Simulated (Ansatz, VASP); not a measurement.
# MgO in VASP and in Ansatz

```
Mg O
1.0
     0.00000    2.09700    2.09700
     2.09700    0.00000    2.09700
     2.09700    2.09700    0.00000
Mg O
1 1
Direct
  0.00000 0.00000 0.00000
  0.50000 0.50000 0.50000
```

Alike in both runs: task single point; functional PBE0; k mesh 6 × 6 × 6; occupations gaussian, width 0.05 eV; no spin polarisation.

|  | VASP | Ansatz |
| --- | --- | --- |
| version | VASP 6.6.1 | Ansatz 0.2.0 |
| potentials or method | VASP PAW PBE potentials, release 64 (Mg, O), cutoff 520 eV | all-electron PAW datasets made for the crystal |

Ansatz gave:

* gap on the k mesh at the Fermi level (eV): 7.36
* least direct gap on the mesh (eV): 7.36
* pressure (GPa): 1.0

**Question.** Which values does VASP return?

**Answer.** gap on the k mesh at the Fermi level (eV): 7.34; least direct gap on the mesh (eV): 7.34; pressure (GPa): 0.6.

Ansatz ran all-electron here, and VASP with PAW potentials.

The k mesh is coarse, so the values compare programs but aren't converged.
